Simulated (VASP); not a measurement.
Wanted: the native input for a VASP 6.6.1 run.

```yaml
Task: relaxation of shape and atoms at fixed volume
Functional: PBE
Potentials_or_basis: VASP PAW PBE potentials, release 64 (Na_pv, Cl)
Cutoff: 600 eV
k_mesh: 6 × 6 × 4
Occupations: gaussian, width 0.02 eV
Spin: no spin polarisation
Dipole_correction: no
Further_INCAR_settings: ALGO = Normal; EDIFF = 1e-06; IBRION = 2; EDIFFG = -0.01; NSW = 50; ISIF = 4
```

The structure of NaCl lies in POSCAR:

```
NaCl
1.0
    3.8851771812      0.0000000000      0.0000000000
    0.0000000000      3.8851771812      0.0000000000
    0.0000000000      0.0000000000      6.5663346474
Na Cl
1 1
Direct
    0.5000000000      0.5000000000      0.5000000000
    0.0000000000      0.0000000000      0.5000000000
```

This cell differs from its parent crystal: volume scaled by 1.06.

The input as run:

INCAR

```
SYSTEM = NaCl
ALGO     = Normal         ! electronic algorithm
EDIFF    = 1E-6           ! SCF threshold, eV
EDIFFG   = -0.01          ! ionic threshold
ENCUT    = 600            ! plane-wave cutoff, eV
GGA      = PE             ! functional
IBRION   = 2              ! ionic algorithm
ISIF     = 4              ! what is computed and relaxed
ISMEAR   = 0              ! smearing method
LASPH    = .True.         ! aspherical terms in the spheres
LCHARG   = .False.        ! write CHGCAR
LREAL    = .False.        ! projectors in reciprocal space
LWAVE    = .False.        ! write WAVECAR
NELM     = 100            ! most SCF steps
NSW      = 50             ! ionic steps
PREC     = Accurate       ! precision mode
SIGMA    = 0.02           ! smearing width, eV
```

KPOINTS

```
k-points
0
Gamma
  6 6 4
  0 0 0
```

Potentials or basis: VASP PAW PBE potentials, release 64 (Na_pv, Cl).

The run is started by

```sh
$ cat potpaw_PBE.64/Na_pv/POTCAR potpaw_PBE.64/Cl/POTCAR > POTCAR
$ mpirun -np 1 vasp_std > vasp.out
```

It gave:

| Property | Result |
| --- | --- |
| Energy gained by relaxing | 1.1 meV/atom |
| Ionic steps | 3 |
| Pressure after relaxing | 0.0 GPa |
| Band gap on the k mesh | 4.62 eV, indirect (least direct gap 4.67 eV) |

It took 42 s on 1 thread of Oxide Virtual Turin-like Processor, with other jobs on the host, peak memory 0.2 GiB.
